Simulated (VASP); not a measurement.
Set up this calculation in VASP 6.6.1, as the native input.

```yaml
Task: electric field gradients
Functional: PBE
Potentials_or_basis: VASP PAW PBE potentials, release 64 (O)
Cutoff: 520 eV
k_mesh: 13 × 13 × 5
Occupations: fermi-dirac, width 0.03 eV
Spin: no spin polarisation
Dipole_correction: no
Further_INCAR_settings: ALGO = Normal; EDIFF = 1e-08; NBANDS = 20
```

The structure of O lies in POSCAR:

```
O
1.0
    2.5609995414      0.0000000000      0.0000000000
   -1.2804997707      2.2178906619      0.0000000000
    0.0000000000      0.0000000000      6.5750000000
O
4
Direct
    0.3333333333      0.6666666667      0.1610000000
    0.6666666667      0.3333333333      0.6610000000
    0.3333333333      0.6666666667      0.3390000000
    0.6666666667      0.3333333333      0.8390000000
```

These files were run (other wordings do the same):

INCAR

```
PREC = Accurate
ENCUT = 520
EDIFF = 1E-8
ISMEAR = -1
SIGMA = 0.03
LREAL = F
LASPH = T
NELM = 80
ALGO = Normal
ISIF = 2
LWAVE = F
LCHARG = F
GGA = PE
LEFG = T
NBANDS = 20
```

KPOINTS

```
regular mesh
0
Gamma
  13 13 5
```

Potentials or basis: VASP PAW PBE potentials, release 64 (O).

Command:

```console
$ cat potpaw_PBE.64/O/POTCAR > POTCAR
$ mpirun -np 1 vasp_std > vasp.out
```

It gave:

| Item | Value |
| --- | --- |
| Pressure | 22.7 GPa |
| Largest force | 4.909 eV/Å |
| Band gap on the k mesh | zero (band 12 reaches 3.49 eV, above the bottom of band 13 at 1.55 eV) |

Caveat: the standard files for N, O and F lose accuracy on very short bonds; spin is off for a triplet molecule; without QUAD_EFG the Cq values of the log hold for a quadrupole moment of 1 mb, not for the nuclei; forces of over 1 eV/Å act on the atoms, so gaps and moduli don't describe the material at rest.

Wall time 36 s on 1 thread of Intel(R) Xeon(R) Platinum 8375C CPU @ 2.90GHz (Ice Lake), with other jobs on the host, peak memory 0.16 GiB.
